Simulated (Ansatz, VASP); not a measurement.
## NaH in VASP and in Ansatz

File POSCAR:

```
NaH
1.0
   -0.0898886864      2.3970316378      2.3550835841
    2.3970316378     -0.0898886864      2.3550835841
    2.3071429514      2.3071429514      0.0000000000
Na H
1 1
Direct
    0.0000000000      0.0000000000      0.0000000000
    0.5000000000      0.5000000000      0.5000000000
```

File INCAR.step1:

```
PREC = Accurate
ENCUT = 520
ISMEAR = -1
SIGMA = 0.2
LREAL = F
LASPH = T
NELM = 100
NBANDS = 11
GGA = PE
ALGO = Normal
EDIFF = 1E-4
LWAVE = T
LCHARG = F
```

File INCAR.step2:

```
PREC = Accurate
ENCUT = 520
EDIFF = 1E-6
ISMEAR = -1
SIGMA = 0.2
LREAL = F
LASPH = T
NELM = 100
ALGO = Normal
ISIF = 2
LWAVE = F
LCHARG = F
METAGGA = R2SCAN
LMIXTAU = T
NBANDS = 11
ISTART = 1
```

File KPOINTS:

```
regular mesh
0
Gamma
  8 8 8
```

Input for Ansatz:

```yaml
crystal:
  lattice:
    - [-0.0898886864, 2.3970316378, 2.3550835841]
    - [2.3970316378, -0.0898886864, 2.3550835841]
    - [2.3071429514, 2.3071429514, 0.0]
  atoms:
    - { symbol: Na, position: [0.0, 0.0, 0.0] }
    - { symbol: H, position: [0.5, 0.5, 0.5] }
basis:
  ecutwfc: 520.0
kpoints:
  mp_grid: { grid: [8, 8, 8] }
hamiltonian:
  xc: r2scan
scf:
  occupations: { method: fermi_dirac, width: 0.2 }
output:
  forces: true
  stress: true
  eigenvalues: true
```

Change from the starting cell: engineering shear strain xy -0.0750, normal strain along z -0.0175.

Alike in both runs: task single point; functional r2SCAN; k mesh 8 × 8 × 8; occupations fermi-dirac, width 0.2 eV; no spin polarisation.

```csv
,VASP,Ansatz
version,VASP 6.6.1,Ansatz 0.2.0
potentials or method,"VASP PAW PBE potentials, release 64 (Na_pv, H), cutoff 520 eV","scalar-relativistic, plane waves, PAW"
valence electrons in the cell,8,10
```

|  | VASP | Ansatz | Ansatz less VASP |
| --- | --- | --- | --- |
| gap on the k mesh at the Fermi level (eV) | 4.21 | 4.20 | -0.012 |
| least direct gap on the mesh (eV) | 5.24 | 5.25 | +0.008 |
| pressure (GPa) | 0.3 | 0.5 | +0.20 |
| traceless stress, the component that is largest in VASP (GPa) | 1.84 | 1.78 | -0.057 |

VASP's potentials were made for PBE, not for r2SCAN. With one functional, cell and mesh, what is left measures potentials, basis and numerics. VASP's potentials hold 8 valence electrons a cell and Ansatz's 10, so a difference there can come from the potentials and not from the codes.
